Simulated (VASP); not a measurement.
Set up this calculation in VASP 6.6.1, as the native input.

```
Task                   : single point
Functional             : PBE
Potentials or basis    : VASP PAW PBE potentials, release 64 (Zn, Se)
Cutoff                 : 520 eV
k mesh                 : 3 × 3 × 2
Occupations            : gaussian, width 0.2 eV
Spin                   : no spin polarisation
Dipole correction      : no
Further INCAR settings : ALGO = Normal; EDIFF = 1e-07; NBANDS = 37
```

The structure of ZnSe7 lies in POSCAR:

```
ZnSe7
1.0
    3.6212116667     -3.3086152741      0.0000000000
    3.6212116667      3.3086152741      0.0000000000
    0.0000000000      0.0000000000      7.3460969934
Zn Se
1 7
Direct
    0.5000000000      0.5000000000      0.0000000000
    0.7561818903      0.2438181097      0.5000000000
    0.2438181097      0.7561818903      0.5000000000
    0.0000000000      0.5000000000      0.2319129645
    0.5000000000      0.0000000000      0.7680870355
    0.0000000000      0.5000000000      0.7680870355
    0.5000000000      0.0000000000      0.2319129645
    0.0000000000      0.0000000000      0.0000000000
```

The cell was generated, and may not be a known phase.

The input as run:

INCAR

```
ALGO = Normal ; EDIFF = 1E-7
ENCUT = 520 ; GGA = PE
ISIF = 2 ; ISMEAR = 0
LASPH = True ; LCHARG = False
LREAL = False ; LWAVE = False
NBANDS = 37 ; NELM = 80
PREC = Accurate ; SIGMA = 0.2
```

KPOINTS

```
k-points
0
Gamma
  3 3 2
```

Potentials or basis: VASP PAW PBE potentials, release 64 (Zn, Se).

The run is started by

```bash
$ cat potpaw_PBE.64/Zn/POTCAR potpaw_PBE.64/Se/POTCAR > POTCAR
$ mpirun -np 1 vasp_std > vasp.out
```

Results of the run:

```yaml
Pressure: 0.0 GPa
Largest_force: 0.015 eV/Å
Band_gap_on_the_k_mesh: zero (bands 27 and 28 overlap by 0.92 eV)
```

Caveat: the k points lie up to 0.43 Å⁻¹ apart, too coarse for converged energies and pressures of a metal.

It took 27 s on 1 thread of Intel(R) Xeon(R) 6975P-C (Granite Rapids) (shared host), peak memory 0.26 GiB.
